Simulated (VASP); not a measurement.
# MoS2 (P-3m1) in VASP: a series of runs

Aim: see how the results for MoS2 move with the level of theory and the settings. Levels: PBEsol, RPBE+D3(BJ). Tasks: single point.

Everything below comes from runs of VASP 6.6.1. Logs are shortened: lines on timing, memory, paths and dates and some standing lists are left out, and cuts for length are marked.

**1. The cell of the first run**

The structure is trigonal, space group P-3m1 (No. 164). Conventional cell: a = 3.227 Å, b = 3.227 Å, c = 6.312 Å, α = 90.00°, β = 90.00°, γ = 120.00°. Mo (site symmetry -3m) has 6 S at 2.42 Å within 3.2 Å. S (site symmetry 3m) has 3 Mo at 2.42 Å within 3.2 Å.

**2. Single point, PBEsol**

The input, INCAR:

```
SYSTEM = MoS2
PREC = Accurate
ENCUT = 520
EDIFF = 1E-7
ISMEAR = -1
SIGMA = 0.05
LREAL = .False.
LASPH = .True.
NELM = 60
ALGO = Normal
ISIF = 2
LWAVE = .False.
LCHARG = .False.
GGA = PS
NBANDS = 20
```

The input, KPOINTS:

```
regular mesh
0
Gamma
  9 9 4
  0 0 0
```

The input, POSCAR:

```
MoS2
1.0
    3.2274645616      0.0000000000      0.0000000000
   -1.6137322808      2.7950663001      0.0000000000
    0.0000000000      0.0000000000      6.3124734200
Mo S
1 2
Direct
    0.0000000000      0.0000000000      0.5000000000
    0.6666666667      0.3333333333      0.7446806800
    0.3333333333      0.6666666667      0.2553193200
```

Potentials or basis: VASP PAW PBE potentials, release 64 (Mo_sv, S).

Run with:

```sh
$ cat potpaw_PBE.64/Mo_sv/POTCAR potpaw_PBE.64/S/POTCAR > POTCAR
$ mpirun -np 1 vasp_std > vasp.out
```

OUTCAR:

```text
SYSTEM = MoS2
   PREC = Accurate
   ENCUT = 520
   EDIFF = 1E-7
   ISMEAR = -1
   LREAL = .False.
   LASPH = .True.
   NELM = 60
   ISIF = 2
   GGA = PS

 ion  position               nearest neighbor table
   1  0.000  0.000  0.500-   2 2.42   3 2.42   3 2.42   2 2.42   2 2.42   3 2.42
   2  0.667  0.333  0.745-   1 2.42   1 2.42   1 2.42
   3  0.333  0.667  0.255-   1 2.42   1 2.42   1 2.42

  LATTYP: Found a hexagonal cell.
 ALAT       =     3.2274645616
 C/A-ratio  =     1.9558614199

  Lattice vectors:

 A1 = (   3.2274645616,   0.0000000000,   0.0000000000)
 A2 = (  -1.6137322808,   2.7950663001,   0.0000000000)
 A3 = (   0.0000000000,   0.0000000000,   6.3124734200)

Analysis of symmetry for initial positions (statically):
=====================================================================
 Subroutine PRICEL returns:
 Original cell was already a primitive cell.

 Routine SETGRP: Setting up the symmetry group for a
 hexagonal supercell.

 Subroutine GETGRP returns: Found 12 space group operations
 (whereof 12 operations were pure point group operations)
 out of a pool of 24 trial point group operations.

The static configuration has the point symmetry D_3d.

Analysis of symmetry for dynamics (positions and initial velocities):
=====================================================================
 Subroutine PRICEL returns:
 Original cell was already a primitive cell.

 Routine SETGRP: Setting up the symmetry group for a
 hexagonal supercell.

 Subroutine GETGRP returns: Found 12 space group operations
 (whereof 12 operations were pure point group operations)
 out of a pool of 24 trial point group operations.

The dynamic configuration has the point symmetry D_3d.

 Subroutine INISYM returns: Found 12 space group operations
 (whereof 12 operations are pure point group operations),
 and found     1 'primitive' translations

----------------------------------------------------------------------------------------

                                     Primitive cell

  volume of cell :      56.9447

  direct lattice vectors                    reciprocal lattice vectors
     3.227464562  0.000000000  0.000000000     0.309840737  0.178886633  0.000000000
    -1.613732281  2.795066300  0.000000000     0.000000000  0.357773266  0.000000000
     0.000000000  0.000000000  6.312473420     0.000000000  0.000000000  0.158416509

  length of vectors
     3.227464562  3.227464562  6.312473420     0.357773266  0.357773266  0.158416509

  position of ions in fractional coordinates (direct lattice)
     0.000000000  0.000000000  0.500000000
     0.666666667  0.333333333  0.744680680
     0.333333333  0.666666667  0.255319320

  ion indices of the primitive-cell ions
   primitive index   ion index
                 1           1
                 2           2
                 3           3

----------------------------------------------------------------------------------------

 KPOINTS: regular mesh

Automatic generation of k-mesh.
 Grid dimensions read from file:
 generate k-points for:    9    9    4

 Generating k-lattice:

  Cartesian coordinates                     Fractional coordinates (reciprocal lattice)
     0.034426749  0.019876293  0.000000000     0.111111111  0.000000000  0.000000000
     0.000000000  0.039752585  0.000000000     0.000000000  0.111111111  0.000000000
     0.000000000  0.000000000  0.039604127     0.000000000  0.000000000  0.250000000

  Length of vectors
     0.039752585  0.039752585  0.039604127

  Shift w.r.t. Gamma in fractional coordinates (k-lattice)
     0.000000000  0.000000000  0.000000000

 Subroutine IBZKPT returns following result:
 ===========================================

 Found     43 irreducible k-points:

 Following reciprocal coordinates:
            Coordinates               Weight
  0.000000  0.000000  0.000000      1.000000
  0.111111  0.000000  0.000000      6.000000
  0.222222  0.000000  0.000000      6.000000
  0.333333  0.000000  0.000000      6.000000
  0.444444  0.000000  0.000000      6.000000
  0.111111  0.111111  0.000000      6.000000
[... 16 lines left out ...]
  0.222222  0.111111  0.250000     12.000000
 -0.111111  0.333333  0.250000     12.000000
 [... further k-points ...]
   k-points           NKPTS =     43   k-points in BZ     NKDIM =     43   number of bands    NBANDS=     20
   number of dos      NEDOS =    301   number of ions     NIONS =      3
   total plane-waves  NPLWV =  27648
   dimension x,y,z NGX =    24 NGY =   24 NGZ =   48
   dimension x,y,z NGXF=    48 NGYF=   48 NGZF=   96
   ions per type =               1   2
   NGX,Y,Z   is equivalent  to a cutoff of  12.36, 12.36, 12.64 a.u.
   NGXF,Y,Z  is equivalent  to a cutoff of  24.72, 24.72, 25.28 a.u.
 SYSTEM =  MoS2
   PREC   = accura    normal or accurate (medium, high low for compatibility)
   ISTART =      0    job   : 0-new  1-cont  2-samecut
   ICHARG =      2    charge: 1-file 2-atom 10-const
   ISPIN  =      1    spin polarized calculation?
   LNONCOLLINEAR =      F non collinear calculations
   LSORBIT =      F    spin-orbit coupling
   LASPH  =      T    aspherical Exc in radial PAW
   ENCUT  =  520.0 eV  38.22 Ry    6.18 a.u.   6.00  6.00 11.74*2*pi/ulx,y,z
   NELM   =     60;   NELMIN=  2; NELMDL= -5     # of ELM steps
   EDIFF  = 0.1E-06   stopping-criterion for ELM
   LREAL  =      F    real-space projection
   EDIFFG = 0.1E-05   stopping-criterion for IOM
   NSW    =      0    number of steps for IOM
   IBRION =     -1    ionic relax: 0-MD 1-quasi-New 2-CG
   NFREE  =      0    steps in history (QN), initial steepest desc. (CG)
   ISIF   =      2    stress and relaxation
   ISYM   =      2    0-nonsym 1-usesym 2-fastsym
   POTIM  = 0.5000    time-step for ionic-motion
   TEBEG  =    0.0;   TEEND  =   0.0 temperature during run
   PSTRESS=    0.0 pullay stress
   NELECT =      26.0000    total number of electrons
   NUPDOWN=      -1.0000    fix difference up-down
   EMIN   =  10.00;   EMAX   =-10.00  energy-range for DOS
   EFERMI =   0.00;   METHOD = LEGACY
   ISMEAR =    -1;   SIGMA  =   0.05  broadening in eV -4-tet -1-fermi 0-gaus
   EFERMI_NEDOS =   21; number of points for ismear=-14 and -15
   IALGO  =     38    algorithm
   IMIX   =      4    mixing-type and parameters
     AMIX     =   0.40;   BMIX     =  1.00
     AMIX_MAG =   1.60;   BMIX_MAG =  1.00
  volume/ion in A,a.u.               =      18.98       128.09
  Fermi-wavevector in a.u.,A,eV,Ry     =   1.260612  2.382212 21.621610  1.589144
  Thomas-Fermi vector in A             =   2.394113
   LORBIT       =      0    0 simple, 1 ext, 2 COOP (PROOUT), +10 PAW based schemes
   GGA     = PS    functional components
   LHFCALC =     F    Hartree Fock is set to
   AEXX    =    0.0000 exact exchange contribution
   IVDW    =     0    specifies the selected vdW correction
   LEPSILON=     F    determine dielectric tensor
   LRPA    =     F    only Hartree local field effects (RPA)
 non-spin polarized calculation
  energy-cutoff  :      520.00
  volume of cell :       56.94
 maximum number of plane-waves:      1557
   NGX = 13   NGY = 13   NGZ = 23

 number of electron      26.0000001 magnetization

 Free energy of the ion-electron system (eV)
  ---------------------------------------------------
  ext. energy  EPLUGINS =         0.00000000
  ---------------------------------------------------
  free energy    TOTEN  =       -22.57551592 eV

  energy without entropy =      -22.56681816  energy(sigma->0) =      -22.57116704

 E-fermi :   6.8251     XC(G=0): -10.6252

 val. band max:        6.8243431832   @ k =   0.3333   0.2222   0.0000
 cond. band min:       6.9751537828   @ k =  -0.1111   0.3333   0.2500
 fundamental gap:      0.1508105996
 Fermi energy:         6.8250793362

 k-point     1 :       0.0000    0.0000    0.0000
  band No.  band energies     occupation
      1     -54.8519      2.00000
      2     -28.9147      2.00000
      3     -28.8854      2.00000
      4     -28.8854      2.00000
      5      -7.9894      2.00000
      6      -6.5269      2.00000
[... 12 lines left out ...]
     19      12.9032      0.00000
     20      16.3821      0.00000

 k-point     2 :       0.1111    0.0000    0.0000
  band No.  band energies     occupation
      1     -54.8482      2.00000
      2     -28.9247      2.00000
      3     -28.9069      2.00000
      4     -28.8944      2.00000
      5      -7.8034      2.00000
      6      -6.4875      2.00000
[... 12 lines left out ...]
     19      13.7095      0.00000
     20      15.8937      0.00000

 k-point     3 :       0.2222    0.0000    0.0000
  band No.  band energies     occupation
      1     -54.8388      2.00000
      2     -29.0228      2.00000
      3     -28.9171      2.00000
      4     -28.8874      2.00000
      5      -7.2962      2.00000
      6      -6.3795      2.00000
[... 12 lines left out ...]
     19      14.4870      0.00000
     20      15.3723      0.00000

 k-point     4 :       0.3333    0.0000    0.0000
  band No.  band energies     occupation
      1     -54.8281      2.00000
      2     -29.1325      2.00000
      3     -28.9427      2.00000
      4     -28.8652      2.00000
      5      -6.6778      2.00000
      6      -6.1817      2.00000
[... 12 lines left out ...]
     19      13.8411      0.00000
     20      14.6331      0.00000

 k-point     5 :       0.4444    0.0000    0.0000
  band No.  band energies     occupation
      1     -54.8211      2.00000
      2     -29.2031      2.00000
      3     -28.9593      2.00000
      4     -28.8506      2.00000
      5      -6.4041      2.00000
      6      -5.8009      2.00000
[... 12 lines left out ...]
     19      13.5755      0.00000
     20      14.8638      0.00000
[... 353 lines left out ...]
      6      -5.7956      2.00000
[... 12 lines left out ...]
     19      13.1822      0.00000
     20      14.1171      0.00000

 k-point    22 :       0.1111    0.1111    0.2500
  band No.  band energies     occupation
      1     -54.8416      2.00000
      2     -28.9897      2.00000
      3     -28.9140      2.00000
      4     -28.8932      2.00000
      5      -7.3770      2.00000
      6      -6.5258      2.00000
[... 12 lines left out ...]
     19      14.9915      0.00000
     20      15.6560      0.00000

 k-point    23 :       0.2222    0.1111    0.2500
  band No.  band energies     occupation
      1     -54.8316      2.00000
      2     -29.0854      2.00000
      3     -28.9463      2.00000
      4     -28.8724      2.00000
      5      -6.8280      2.00000
      6      -6.3221      2.00000
[... 12 lines left out ...]
     19      14.5488      0.00000
     20      15.6279      0.00000

 k-point    24 :      -0.1111    0.3333    0.2500
  band No.  band energies     occupation
      1     -54.8316      2.00000
      2     -29.0854      2.00000
      3     -28.9463      2.00000
      4     -28.8724      2.00000
      5      -6.7742      2.00000
      6      -6.3895      2.00000
[... 12 lines left out ...]
     19      15.0083      0.00000
     20      15.2413      0.00000

 [... further k-points ...]
[... 5 lines left out ...]
  --------------------------------------------------------------------------------------
  -------------------------------------------------------------------------------------
  Total       -1.6663160     -1.6663160     -0.3321137     -0.0000000      0.0000000      0.0000000
  in kB      -46.8829360    -46.8829360     -9.3442461     -0.0000000      0.0000000      0.0000000
  external PRESSURE =     -34.3700393 kB  Pullay stress =       0.0000000 kB

 VOLUME and BASIS-vectors are now :
 -----------------------------------------------------------------------------
  energy-cutoff  :      520.00
  volume of cell :       56.94
      direct lattice vectors                 reciprocal lattice vectors
     3.227464562  0.000000000  0.000000000     0.309840737  0.178886633  0.000000000
    -1.613732281  2.795066300  0.000000000     0.000000000  0.357773266  0.000000000
     0.000000000  0.000000000  6.312473420     0.000000000  0.000000000  0.158416509

 POSITION                                       TOTAL-FORCE (eV/Angst)
 -----------------------------------------------------------------------------------
      0.00000      0.00000      3.15624         0.000000     -0.000000      0.000000
      1.61373      0.93169      4.70078         0.000000     -0.000000      0.026413
     -0.00000      1.86338      1.61170        -0.000000      0.000000     -0.026413
 -----------------------------------------------------------------------------------
    total drift:                                0.000000     -0.000000      0.000000

  FREE ENERGIE OF THE ION-ELECTRON SYSTEM (eV)
  ---------------------------------------------------
  free  energy   TOTEN  =       -22.5755159168 eV

  energy  without entropy=      -22.5668181609  energy(sigma->0) =      -22.57116704
```

Wall time 85 s (1 thread of AMD EPYC, shared host); peak memory 0.16 GiB.

What came out:

```
Free energy            : -22.5755 eV
Pressure               : -3.4 GPa
Largest force          : 0.026 eV/Å
Band gap on the k mesh : zero (band 13 reaches 7.45 eV, above the bottom of band 14 at 6.46 eV)
```

Forces in eV/Å, atoms in the order of the input:
```
Mo   0.000  0.000  0.000
S    0.000  0.000  0.026
S    0.000  0.000 -0.026
```

Levels at points of the mesh, in eV from the Fermi level:
```
           k point  band 10  band 11  band 12  band 13  band 14  band 15  band 16  band 17
(0.00, 0.00, 0.00)    -1.82    -1.08    -0.95    -0.95    -0.29    -0.29     3.22     3.22
(0.00, 0.00, 0.50)    -3.60    -0.95    -0.95    -0.36    -0.36    -0.07     3.38     3.38
```

Caveat: the PAW data sets were made with another functional, which shifts forces and pressure a little; this functional lacks dispersion, which binds the layers, so the pressure and a relaxed spacing across them are unreliable.

**3. Single point, RPBE+D3(BJ)**

The input, INCAR:

```
SYSTEM = MoS2
ALGO = Normal
EDIFF = 1E-6
ENCUT = 520
GGA = RP
ISIF = 2
ISMEAR = -1
IVDW = 12
LASPH = .True.
LCHARG = .False.
LREAL = .False.
LWAVE = .False.
NBANDS = 20
NELM = 100
PREC = Accurate
SIGMA = 0.05
```

The input, KPOINTS:

```
k-points
0
Gamma
  9 9 4
  0 0 0
```

POSCAR is that of step 2.

Potentials or basis: VASP PAW PBE potentials, release 64 (Mo_sv, S).

Run with:

```sh
$ cat potpaw_PBE.64/Mo_sv/POTCAR potpaw_PBE.64/S/POTCAR > POTCAR
$ mpirun -np 1 vasp_std > vasp.out
```

Run time: 84 s. Hardware: 1 thread of AMD EPYC, shared host; peak memory 0.17 GiB.

It converged, with:

* Free energy: -25.2410 eV
* Pressure: -13.8 GPa
* Largest force: 0.249 eV/Å
* Band gap on the k mesh: zero (band 13 reaches 7.65 eV, above the bottom of band 14 at 6.60 eV)
* Dispersion energy per atom: -1.830 eV

Forces in eV/Å, atoms in the order of the input:
```
Mo   0.000  0.000  0.000
S    0.000  0.000 -0.249
S    0.000  0.000  0.249
```

Stress tensor (GPa, compression positive):
```
-17.38   0.00   0.00
  0.00 -17.38   0.00
  0.00   0.00  -6.74
```

Levels at points of the mesh, in eV from the Fermi level:
```
           k point  band 10  band 11  band 12  band 13  band 14  band 15  band 16  band 17
(0.00, 0.00, 0.00)    -1.87    -1.03    -0.94    -0.94    -0.35    -0.35     3.17     3.17
(0.00, 0.00, 0.50)    -3.53    -0.95    -0.95    -0.41    -0.41    -0.09     3.33     3.33
```

Caveat: the PAW data sets were made with another functional, which shifts forces and pressure a little.

**4. Single point, PBEsol**

This run uses another cell than the first one, of 19.36 Å³/atom, 1.020 times its volume.

The input, INCAR:

```
ALGO = Normal ; EDIFF = 1E-6
ENCUT = 520 ; GGA = PS
ISIF = 2 ; ISMEAR = -1
LASPH = True ; LCHARG = False
LREAL = False ; LWAVE = False
NBANDS = 20 ; NELM = 80
PREC = Accurate ; SIGMA = 0.05
```

The input, KPOINTS:

```
k-points
0
Gamma
  9 9 4
```

The input, POSCAR:

```
MoS2
1.0
    3.2488391220      0.0000000000      0.0000000000
   -1.6244195610      2.8135772124      0.0000000000
    0.0000000000      0.0000000000      6.3542790981
Mo S
1 2
Direct
    0.0000000000      0.0000000000      0.5000000000
    0.6666666667      0.3333333333      0.7446806800
    0.3333333333      0.6666666667      0.2553193200
```

Potentials or basis: VASP PAW PBE potentials, release 64 (Mo_sv, S).

Run with:

```sh
$ cat potpaw_PBE.64/Mo_sv/POTCAR potpaw_PBE.64/S/POTCAR > POTCAR
$ mpirun -np 1 vasp_std > vasp.out
```

OUTCAR:

```text
EDIFF = 1E-6
   ENCUT = 520
   GGA = PS
   ISIF = 2
   ISMEAR = -1
   LASPH = True
   LREAL = False
   NELM = 80
   PREC = Accurate

 ion  position               nearest neighbor table
   1  0.000  0.000  0.500-   2 2.44   3 2.44   3 2.44   2 2.44   2 2.44   3 2.44
   2  0.667  0.333  0.745-   1 2.44   1 2.44   1 2.44
   3  0.333  0.667  0.255-   1 2.44   1 2.44   1 2.44

  LATTYP: Found a hexagonal cell.
 ALAT       =     3.2488391220
 C/A-ratio  =     1.9558614199

  Lattice vectors:

 A1 = (   3.2488391220,   0.0000000000,   0.0000000000)
[... 191 lines left out ...]
      5      -8.1061      2.00000
      6      -6.7022      2.00000
[... 541 lines left out ...]
     19      14.6724      0.00000
     20      14.9729      0.00000

 [... further k-points ...]
[... 5 lines left out ...]
  --------------------------------------------------------------------------------------
  -------------------------------------------------------------------------------------
  Total       -2.5219391     -2.5219391     -1.2961078      0.0000000      0.0000000     -0.0000000
  in kB      -69.5651680    -69.5651680    -35.7518369      0.0000000      0.0000000     -0.0000000
  external PRESSURE =     -58.2940576 kB  Pullay stress =       0.0000000 kB

 VOLUME and BASIS-vectors are now :
 -----------------------------------------------------------------------------
  energy-cutoff  :      520.00
  volume of cell :       58.08
      direct lattice vectors                 reciprocal lattice vectors
     3.248839122  0.000000000  0.000000000     0.307802253  0.177709713  0.000000000
    -1.624419561  2.813577212  0.000000000     0.000000000  0.355419427  0.000000000
     0.000000000  0.000000000  6.354279098     0.000000000  0.000000000  0.157374265

 POSITION                                       TOTAL-FORCE (eV/Angst)
 -----------------------------------------------------------------------------------
      0.00000      0.00000      3.17714         0.000000      0.000000      0.000000
      1.62442      0.93786      4.73191        -0.000000      0.000000     -0.277296
     -0.00000      1.87572      1.62237         0.000000     -0.000000      0.277296
 -----------------------------------------------------------------------------------
    total drift:                                0.000000     -0.000000      0.000000

  FREE ENERGIE OF THE ION-ELECTRON SYSTEM (eV)
  ---------------------------------------------------
  free  energy   TOTEN  =       -22.5428624828 eV

  energy  without entropy=      -22.5338301407  energy(sigma->0) =      -22.53834631
```

Wall time 70 s (1 thread of AMD EPYC, shared host); peak memory 0.16 GiB.

What came out:

```yaml
Free_energy: -22.5429 eV
Pressure: -5.8 GPa
Largest_force: 0.277 eV/Å
Band_gap_on_the_k_mesh: zero (band 13 reaches 7.19 eV, above the bottom of band 14 at 6.20 eV)
```

Forces on the atoms (eV/Å):
```
Mo   0.000  0.000  0.000
S    0.000  0.000 -0.277
S    0.000  0.000  0.277
```

Caveat: the PAW data sets were made with another functional, which shifts forces and pressure a little; this functional lacks dispersion, which binds the layers, so the pressure and a relaxed spacing across them are unreliable.

[end of part 1 of 2]
